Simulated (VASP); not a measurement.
TiO2:

```
Ti O
1.0
     4.59685    0.00000    0.00000
     0.00000    4.59685    0.00000
     0.00000    0.00000    2.98303
Ti O
2 4
Direct
  0.00000 0.00000 0.00000
  0.50000 0.50000 0.50000
  0.30498 0.30498 0.00000
  0.19502 0.80498 0.50000
  0.80498 0.19502 0.50000
  0.69502 0.69502 0.00000
```

This cell differs from its parent crystal: uniaxial z strain +1.0%.

Base run:

| Property | Result |
| --- | --- |
| Program | VASP 6.6.1 |
| Functional | r2SCAN |
| Potentials or basis | VASP PAW PBE potentials, release 64 (Ti_sv, O) |
| Cutoff | 520 eV |
| k mesh | 6 × 6 × 8 |
| Occupations | gaussian, width 0.01 eV |
| Spin | no spin polarisation |

Its results: band gap on the k mesh 2.20 eV, direct; pressure -1.5 GPa; largest force 0.030 eV/Å.

Question: The run is repeated on the same cell with these changes: functional from r2SCAN to PBE; occupations from gaussian, width 0.01 eV to fermi-dirac, width 0.02 eV. What comes out?

Answer: Band gap on the k mesh 1.83 eV, direct; pressure 3.1 GPa; largest force 0.070 eV/Å.

Caveats: the PAW data sets were made with another functional, which shifts forces and pressure a little (some runs).

A k mesh can miss the band edges.
